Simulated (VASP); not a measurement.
# SiO2 (Fm-3m) in VASP: a series of runs

The runs below take SiO2 through single point, with PBE.

Program: VASP 6.6.1. These are calculated values, not measurements. Logs are shortened: lines on timing, memory, paths and dates and some standing lists are left out, and cuts for length are marked.

### Step 1. The cell of the first run

Symmetry: Fm-3m, No. 225, cubic system. Conventional cell: a = 4.301 Å, b = 4.301 Å, c = 4.301 Å, α = 90.00°, β = 90.00°, γ = 90.00°. Within 2.5 Å of Si (site symmetry m-3m) lie 8 O at 1.86 Å. O (site symmetry -43m) has 4 Si at 1.86 Å and 6 O at 2.15 Å within 2.5 Å.

### Step 2. Single point, PBE

Contents of INCAR:

```
PREC     = Accurate       # precision mode
ENCUT    = 600            # plane-wave cutoff, eV
EDIFF    = 1E-6           # SCF threshold, eV
ISMEAR   = 0              # smearing method
SIGMA    = 0.01           # smearing width, eV
LREAL    = False          # projectors in reciprocal space
LASPH    = True           # aspherical terms in the spheres
NELM     = 120            # most SCF steps
ALGO     = Normal         # electronic algorithm
ISIF     = 2              # what is computed and relaxed
LWAVE    = False          # write WAVECAR
LCHARG   = False          # write CHGCAR
GGA      = PE             # functional
NBANDS   = 15             # bands
GGA_COMPAT= False
```

Contents of KPOINTS:

```
regular mesh
0
Gamma
  3 3 3
```

Contents of POSCAR:

```
SiO2
1.0
    0.0000000000      2.1505588500      2.1505588500
    2.1505588500      0.0000000000      2.1505588500
    2.1505588500      2.1505588500      0.0000000000
Si O
1 2
Direct
    0.0000000000      0.0000000000      0.0000000000
    0.2500000000      0.2500000000      0.2500000000
    0.7500000000      0.7500000000      0.7500000000
```

Potentials or basis: VASP PAW PBE potentials, release 64 (Si, O).

Launch:

```console
$ cat potpaw_PBE.64/Si/POTCAR potpaw_PBE.64/O/POTCAR > POTCAR
$ mpirun -np 1 vasp_std > vasp.out
```

OUTCAR:

```text
PREC = Accurate
   ENCUT = 600
   EDIFF = 1E-6
   ISMEAR = 0
   LREAL = False
   LASPH = True
   NELM = 120
   ISIF = 2
   GGA = PE

 ion  position               nearest neighbor table
   1  0.000  0.000  0.000-   2 1.86   3 1.86   3 1.86   3 1.86   3 1.86   2 1.86   2 1.86   2 1.86

   2  0.250  0.250  0.250-   1 1.86   1 1.86   1 1.86   1 1.86
   3  0.750  0.750  0.750-   1 1.86   1 1.86   1 1.86   1 1.86

  LATTYP: Found a face centered cubic cell.
 ALAT       =     4.3011177000

  Lattice vectors:

 A1 = (   0.0000000000,   2.1505588500,   2.1505588500)
 A2 = (   2.1505588500,   0.0000000000,   2.1505588500)
 A3 = (   2.1505588500,   2.1505588500,   0.0000000000)

Analysis of symmetry for initial positions (statically):
=====================================================================
 Subroutine PRICEL returns:
 Original cell was already a primitive cell.

 Routine SETGRP: Setting up the symmetry group for a
 face centered cubic supercell.

 Subroutine GETGRP returns: Found 48 space group operations
 (whereof 48 operations were pure point group operations)
 out of a pool of 48 trial point group operations.

The static configuration has the point symmetry O_h .

Analysis of symmetry for dynamics (positions and initial velocities):
=====================================================================
 Subroutine PRICEL returns:
 Original cell was already a primitive cell.

 Routine SETGRP: Setting up the symmetry group for a
 face centered cubic supercell.

 Subroutine GETGRP returns: Found 48 space group operations
 (whereof 48 operations were pure point group operations)
 out of a pool of 48 trial point group operations.

The dynamic configuration has the point symmetry O_h .

 Subroutine INISYM returns: Found 48 space group operations
 (whereof 48 operations are pure point group operations),
 and found     1 'primitive' translations

----------------------------------------------------------------------------------------

                                     Primitive cell

  volume of cell :      19.8923

  direct lattice vectors                    reciprocal lattice vectors
     0.000000000  2.150558850  2.150558850    -0.232497706  0.232497706  0.232497706
     2.150558850  0.000000000  2.150558850     0.232497706 -0.232497706  0.232497706
     2.150558850  2.150558850  0.000000000     0.232497706  0.232497706 -0.232497706

  length of vectors
     3.041349492  3.041349492  3.041349492     0.402697840  0.402697840  0.402697840

  position of ions in fractional coordinates (direct lattice)
     0.000000000  0.000000000  0.000000000
     0.250000000  0.250000000  0.250000000
     0.750000000  0.750000000  0.750000000

  ion indices of the primitive-cell ions
   primitive index   ion index
                 1           1
                 2           2
                 3           3

----------------------------------------------------------------------------------------

 KPOINTS: regular mesh

Automatic generation of k-mesh.
 Grid dimensions read from file:
 generate k-points for:    3    3    3

 Generating k-lattice:

  Cartesian coordinates                     Fractional coordinates (reciprocal lattice)
    -0.077499235  0.077499235  0.077499235     0.333333333  0.000000000  0.000000000
     0.077499235 -0.077499235  0.077499235     0.000000000  0.333333333  0.000000000
     0.077499235  0.077499235 -0.077499235     0.000000000  0.000000000  0.333333333

  Length of vectors
     0.134232613  0.134232613  0.134232613

  Shift w.r.t. Gamma in fractional coordinates (k-lattice)
     0.000000000  0.000000000  0.000000000

 Subroutine IBZKPT returns following result:
 ===========================================

 Found      4 irreducible k-points:

 Following reciprocal coordinates:
            Coordinates               Weight
  0.000000  0.000000  0.000000      1.000000
  0.333333  0.000000  0.000000      8.000000
  0.333333  0.333333  0.000000      6.000000
 -0.333333  0.333333  0.000000     12.000000
   k-points           NKPTS =      4   k-points in BZ     NKDIM =      4   number of bands    NBANDS=     15
   number of dos      NEDOS =    301   number of ions     NIONS =      3
   total plane-waves  NPLWV =  13824
   dimension x,y,z NGX =    24 NGY =   24 NGZ =   24
   dimension x,y,z NGXF=    48 NGYF=   48 NGZF=   48
   ions per type =               1   2
   NGX,Y,Z   is equivalent  to a cutoff of  13.12, 13.12, 13.12 a.u.
   NGXF,Y,Z  is equivalent  to a cutoff of  26.24, 26.24, 26.24 a.u.
 SYSTEM =  unknown system
   PREC   = accura    normal or accurate (medium, high low for compatibility)
   ISTART =      0    job   : 0-new  1-cont  2-samecut
   ICHARG =      2    charge: 1-file 2-atom 10-const
   ISPIN  =      1    spin polarized calculation?
   LNONCOLLINEAR =      F non collinear calculations
   LSORBIT =      F    spin-orbit coupling
   LASPH  =      T    aspherical Exc in radial PAW
   ENCUT  =  600.0 eV  44.10 Ry    6.64 a.u.   6.07  6.07  6.07*2*pi/ulx,y,z
   NELM   =    120;   NELMIN=  2; NELMDL= -5     # of ELM steps
   EDIFF  = 0.1E-05   stopping-criterion for ELM
   LREAL  =      F    real-space projection
   EDIFFG = 0.1E-04   stopping-criterion for IOM
   NSW    =      0    number of steps for IOM
   IBRION =     -1    ionic relax: 0-MD 1-quasi-New 2-CG
   NFREE  =      0    steps in history (QN), initial steepest desc. (CG)
   ISIF   =      2    stress and relaxation
   ISYM   =      2    0-nonsym 1-usesym 2-fastsym
   POTIM  = 0.5000    time-step for ionic-motion
   TEBEG  =    0.0;   TEEND  =   0.0 temperature during run
   PSTRESS=    0.0 pullay stress
   NELECT =      16.0000    total number of electrons
   NUPDOWN=      -1.0000    fix difference up-down
   EMIN   =  10.00;   EMAX   =-10.00  energy-range for DOS
   EFERMI =   0.00;   METHOD = LEGACY
   ISMEAR =     0;   SIGMA  =   0.01  broadening in eV -4-tet -1-fermi 0-gaus
   EFERMI_NEDOS =   21; number of points for ismear=-14 and -15
   IALGO  =     38    algorithm
   IMIX   =      4    mixing-type and parameters
     AMIX     =   0.40;   BMIX     =  1.00
     AMIX_MAG =   1.60;   BMIX_MAG =  1.00
  volume/ion in A,a.u.               =       6.63        44.75
  Fermi-wavevector in a.u.,A,eV,Ry     =   1.522487  2.877083 31.537837  2.317966
  Thomas-Fermi vector in A             =   2.631059
   LORBIT       =      0    0 simple, 1 ext, 2 COOP (PROOUT), +10 PAW based schemes
   GGA     = PE    functional components
   LHFCALC =     F    Hartree Fock is set to
   AEXX    =    0.0000 exact exchange contribution
   IVDW    =     0    specifies the selected vdW correction
   LEPSILON=     F    determine dielectric tensor
   LRPA    =     F    only Hartree local field effects (RPA)
 non-spin polarized calculation
 Gauss-broadening in eV      SIGMA  =   0.01
  energy-cutoff  :      600.00
  volume of cell :       19.89
 maximum number of plane-waves:       680
   NGX = 13   NGY = 13   NGZ = 13

 number of electron      15.9999997 magnetization

 Free energy of the ion-electron system (eV)
  ---------------------------------------------------
  ext. energy  EPLUGINS =         0.00000000
  ---------------------------------------------------
  free energy    TOTEN  =       -19.07314636 eV

  energy without entropy =      -19.07314636  energy(sigma->0) =      -19.07314636

 E-fermi :  11.8029     XC(G=0): -13.2233

 val. band max:       11.6815725298   @ k =  -0.3333   0.3333   0.0000
 cond. band min:      15.1513969977   @ k =   0.3333   0.3333   0.0000
 fundamental gap:      3.4698244679
 Fermi energy:        11.8028908402

 k-point     1 :       0.0000    0.0000    0.0000
  band No.  band energies     occupation
      1     -12.7983      2.00000
      2      -3.9348      2.00000
      3       5.2193      2.00000
      4       5.2193      2.00000
      5       5.2193      2.00000
      6       9.6455      2.00000
      7       9.6455      2.00000
      8       9.6455      2.00000
      9      16.8442      0.00000
     10      18.5536      0.00000
     11      18.5536      0.00000
     12      18.5536      0.00000
     13      24.7809      0.00000
     14      24.7809      0.00000
     15      28.1847      0.00000

 k-point     2 :       0.3333    0.0000    0.0000
  band No.  band energies     occupation
      1     -10.9730      2.00000
      2      -6.6160      2.00000
      3       4.8777      2.00000
      4       5.5676      2.00000
      5       5.5676      2.00000
      6       7.1767      2.00000
      7       7.6907      2.00000
      8       7.6907      2.00000
      9      19.3247      0.00000
     10      21.6600      0.00000
     11      21.6937      0.00000
     12      21.6937      0.00000
     13      27.1036      0.00000
     14      27.1036      0.00000
     15      31.0276      0.00000

 k-point     3 :       0.3333    0.3333    0.0000
  band No.  band energies     occupation
      1     -10.5577      2.00000
      2      -6.0114      2.00000
      3       1.5921      2.00000
      4       3.1341      2.00000
      5       3.1341      2.00000
      6      10.3972      2.00000
      7      10.7157      2.00000
      8      10.7157      2.00000
      9      15.1514      0.00000
     10      20.7741      0.00000
     11      24.6339      0.00000
     12      24.6339      0.00000
     13      26.3782      0.00000
     14      28.1677      0.00000
     15      34.2478      0.00000

 k-point     4 :      -0.3333    0.3333    0.0000
  band No.  band energies     occupation
      1      -8.5173      2.00000
      2      -8.2830      2.00000
      3       0.3606      2.00000
      4       3.6142      2.00000
      5       3.8929      2.00000
      6       8.8087      2.00000
      7       9.2075      2.00000
      8      11.6816      2.00000
      9      18.4731      0.00000
     10      22.2340      0.00000
     11      24.0114      0.00000
     12      24.8041      0.00000
     13      25.1071      0.00000
     14      29.2260      0.00000
     15      33.6552      0.00000

------------------------ aborting loop because EDIFF is reached ----------------------------------------

  FORCE on cell =-STRESS in cart. coord.  units (eV):
  Direction    XX          YY          ZZ          XY          YZ          ZX
  --------------------------------------------------------------------------------------
  -------------------------------------------------------------------------------------
  Total        9.3494640      9.3494640      9.3494640      0.0000000      0.0000000      0.0000000
  in kB      753.0317830    753.0317830    753.0317830      0.0000000      0.0000000      0.0000000
  external PRESSURE =     753.0317830 kB  Pullay stress =       0.0000000 kB

 VOLUME and BASIS-vectors are now :
 -----------------------------------------------------------------------------
  energy-cutoff  :      600.00
  volume of cell :       19.89
      direct lattice vectors                 reciprocal lattice vectors
     0.000000000  2.150558850  2.150558850    -0.232497706  0.232497706  0.232497706
     2.150558850  0.000000000  2.150558850     0.232497706 -0.232497706  0.232497706
     2.150558850  2.150558850  0.000000000     0.232497706  0.232497706 -0.232497706

 POSITION                                       TOTAL-FORCE (eV/Angst)
 -----------------------------------------------------------------------------------
      0.00000      0.00000      0.00000         0.000000      0.000000      0.000000
      1.07528      1.07528      1.07528         0.000000      0.000000      0.000000
      3.22584      3.22584      3.22584        -0.000000     -0.000000     -0.000000
 -----------------------------------------------------------------------------------
    total drift:                                0.000000      0.000000      0.000000

  FREE ENERGIE OF THE ION-ELECTRON SYSTEM (eV)
  ---------------------------------------------------
  free  energy   TOTEN  =       -19.0731463641 eV

  energy  without entropy=      -19.0731463641  energy(sigma->0) =      -19.07314636
```

Run time: 4.2 s. Hardware: 1 thread of Intel Xeon 8259CL, shared host; peak memory 0.13 GiB.

Results:

| Item | Value |
| --- | --- |
| Free energy | -19.0731 eV |
| Pressure | 75.3 GPa |
| Band gap on the k mesh | 3.47 eV, indirect (least direct gap 4.44 eV) |

Caveat: the k points lie up to 0.84 Å⁻¹ apart. A k mesh can miss the band edges.

(Continued in part 2 of 2.)
